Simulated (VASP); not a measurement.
The system is SrSiH6.

```xyz
8
Lattice="3.7125 0.0000 0.0000 0.0000 3.7125 0.0000 0.0000 0.0000 8.2657" Properties=species:S:1:pos:R:3 pbc="T T T"
Sr    1.8563    1.8563    4.1329
H     1.8563    1.8563    0.0000
H     0.0000    0.0000    4.1329
H     0.0000    1.8563    2.0755
H     1.8563    0.0000    6.1902
H     1.8563    0.0000    2.0755
H     0.0000    1.8563    6.1902
Si    0.0000    0.0000    0.0000
```

- Program: VASP 6.6.1
- Task: relaxation of cell and atoms
- Functional: PBEsol
- Potentials or basis: VASP PAW PBE potentials, release 64 (Sr_sv, H, Si)
- Cutoff: 600 eV
- k mesh: 6 × 6 × 4
- Occupations: fermi-dirac, width 0.03 eV
- Spin: no spin polarisation

At the start: pressure -11.3 GPa; volume 14.24 Å³/atom.

Problem. How do energy, volume and symmetry change on relaxing?

Solution. Over 18 steps the energy falls by 648.5 meV/atom and the volume is 7.75 Å³/atom (-45.6 %); space group P4/mmm (No. 123, to 0.1 Å) before and after.

The path:
| step | energy change (eV) | largest force (eV/Å) | pressure (GPa) | volume (Å³) |
| --- | --- | --- | --- | --- |
| 1 | 0.0000 | 0.3582 | -11.32 | 113.93 |
| 2 | -1.1414 | 0.5380 | -10.47 | 98.12 |
| 3 | -2.4828 | 1.2969 | 8.13 | 59.52 |
| 4 | -2.5910 | 1.0861 | 0.84 | 67.34 |
| 5 | -3.0422 | 1.0717 | 1.15 | 65.35 |
| 6 | -4.6328 | 0.8600 | 4.19 | 59.34 |
| 7 | -1.1195 | 3.0892 | 46.21 | 47.08 |
| 8 | -4.8067 | 0.7596 | 7.43 | 56.62 |
| 9 | -4.4847 | 1.0275 | 18.62 | 51.81 |
| 10 | -4.9246 | 0.3757 | 10.12 | 55.02 |
| 11 | -4.9304 | 0.1866 | 11.27 | 54.47 |
| 12 | -5.0217 | 0.5333 | 1.68 | 61.35 |
| 13 | -5.0987 | 0.2898 | 4.90 | 58.34 |
| 14 | -5.1863 | 0.0457 | -0.39 | 62.21 |
| 15 | -5.1866 | 0.0293 | -0.14 | 61.99 |
| 16 | -5.1876 | 0.0238 | 0.06 | 61.90 |
| 17 | -5.1877 | 0.0221 | 0.13 | 61.87 |
| 18 | -5.1879 | 0.0094 | 0.05 | 61.98 |

Final structure:
```
CELL_PARAMETERS angstrom
3.33305 0.00000 0.00000
0.00000 3.33305 0.00000
0.00000 0.00000 5.57889
ATOMIC_POSITIONS crystal
Sr 0.50000 0.50000 0.50000
H 0.50000 0.50000 0.00000
H 0.00000 0.00000 0.50000
H 0.00000 0.50000 0.17289
H 0.50000 0.00000 0.82711
H 0.50000 0.00000 0.17289
H 0.00000 0.50000 0.82711
Si 0.00000 0.00000 0.00000
```

Caveat: the volume moved by over 15 % at a fixed basis, so the end points are rough; the PAW data sets were made with another functional, which shifts forces and pressure a little.
